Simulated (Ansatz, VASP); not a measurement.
# One calculation of Cd, two programs

File INCAR:

```
PREC = Accurate
ENCUT = 520
EDIFF = 1E-6
ISMEAR = 0
SIGMA = 0.1
LREAL = False
LASPH = True
NELM = 60
ALGO = Normal
ISIF = 2
LWAVE = False
LCHARG = True
GGA = PS
LELF = True
LVHAR = True
NBANDS = 19
```

File KPOINTS:

```
Automatic mesh
0
Gamma
  9 9 4
```

File POSCAR:

```
Cd
1.0
    2.9788725081      0.0000000000      0.0000000000
   -1.4894362540      2.5797792666      0.0000000000
    0.0000000000      0.0000000000      5.6176500000
Cd
2
Direct
    0.3333333333      0.6666666667      0.2500000000
    0.6666666667      0.3333333333      0.7500000000
```

Input for Ansatz:

```yaml
crystal:
  lattice:
    - [2.9788725081, 0.0, 0.0]
    - [-1.489436254, 2.5797792666, 0.0]
    - [0.0, 0.0, 5.61765]
  atoms:
    - { symbol: Cd, position: [0.3333333333, 0.6666666667, 0.25] }
    - { symbol: Cd, position: [0.6666666667, 0.3333333333, 0.75] }
basis:
  ecutwfc: 420
kpoints:
  mp_grid: { grid: [9, 9, 4] }
hamiltonian:
  xc: pbesol
scf:
  occupations: { method: gaussian, width: 0.1 }
  lower_state_search: "off"
output:
  forces: true
  stress: true
  eigenvalues: true
```

Alike in both runs: task single point; functional PBEsol; k mesh 9 × 9 × 4; occupations gaussian, width 0.1 eV; no spin polarisation.

|  | VASP | Ansatz |
| --- | --- | --- |
| version | VASP 6.6.1 | Ansatz 0.2.0 |
| potentials or method | VASP PAW PBE potentials, release 64 (Cd), cutoff 520 eV | scalar-relativistic, plane waves, PAW |
| valence electrons in the cell | 24 | 40 |

```tsv
	VASP	Ansatz	Ansatz less VASP
gap on the k mesh at the Fermi level (eV)	none	none	-
pressure (GPa)	-0.7	-1.1	-0.34
traceless stress, the component that is largest in VASP (GPa)	1.10	1.23	+0.132
```

VASP's potentials were made for PBE, not for PBEsol. A gap of «none» marks a metal or a gap that the smearing closes. VASP's potentials hold 24 valence electrons a cell and Ansatz's 40, so a difference there can come from the potentials and not from the codes.
